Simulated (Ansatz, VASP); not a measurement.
## One calculation of AlCu, two programs

Contents of POSCAR:

```
AlCu
1.0
    2.8653364667      0.0000000000      0.0000000000
    0.0000000000      2.8653364667      0.0000000000
    0.0000000000      0.0000000000      2.8653364667
Al Cu
1 1
Direct
    0.0000000000      0.0000000000      0.0000000000
    0.5000000000      0.5000000000      0.5000000000
```

File INCAR.step1:

```
SYSTEM = AlCu
ALGO = Normal
EDIFF = 1E-4
ENCUT = 520
GGA = PE
ISMEAR = 0
LASPH = .TRUE.
LCHARG = .FALSE.
LREAL = .FALSE.
LWAVE = .TRUE.
NBANDS = 14
NELM = 60
PREC = Accurate
SIGMA = 0.1
```

Contents of INCAR.step2:

```
SYSTEM = AlCu
ALGO = Normal
EDIFF = 1E-7
ENCUT = 520
ISIF = 2
ISMEAR = 0
ISTART = 1
LASPH = .TRUE.
LCHARG = .FALSE.
LMIXTAU = .TRUE.
LREAL = .FALSE.
LWAVE = .FALSE.
METAGGA = R2SCAN
NBANDS = 14
NELM = 60
PREC = Accurate
SIGMA = 0.1
```

The input KPOINTS:

```
k-points
0
G
  14 14 14
  0 0 0
```

Input for Ansatz:

```yaml
crystal:
  lattice:
    - [2.8653364667, 0.0, 0.0]
    - [0.0, 2.8653364667, 0.0]
    - [0.0, 0.0, 2.8653364667]
  atoms:
    - { symbol: Al, position: [0.0, 0.0, 0.0] }
    - { symbol: Cu, position: [0.5, 0.5, 0.5] }
basis:
  ecutwfc: 500
kpoints:
  mp_grid: { grid: [14, 14, 14] }
hamiltonian:
  xc: r2scan
scf:
  occupations: { method: gaussian, width: 0.1 }
output:
  forces: true
  stress: true
  eigenvalues: true
```

Alike in both runs: task single point; functional r2SCAN; k mesh 14 × 14 × 14; occupations gaussian, width 0.1 eV; no spin polarisation.

|  | VASP | Ansatz |
| --- | --- | --- |
| version | VASP 6.6.1 | Ansatz 0.2.0 |
| potentials or method | VASP PAW PBE potentials, release 64 (Al, Cu), cutoff 520 eV | scalar-relativistic, plane waves, PAW |
| valence electrons in the cell | 14 | 22 |

Ansatz gave:

```
gap on the k mesh at the Fermi level (eV) : none
pressure (GPa)                            : 15.5
```

Q: What did VASP give for the same quantities?

A: gap on the k mesh at the Fermi level (eV): none; pressure (GPa): 15.2.

VASP's potentials were made for PBE, not for r2SCAN. A gap of «none» marks a metal or a gap that the smearing closes. VASP's potentials hold 14 valence electrons a cell and Ansatz's 22, so a difference there can come from the potentials and not from the codes.
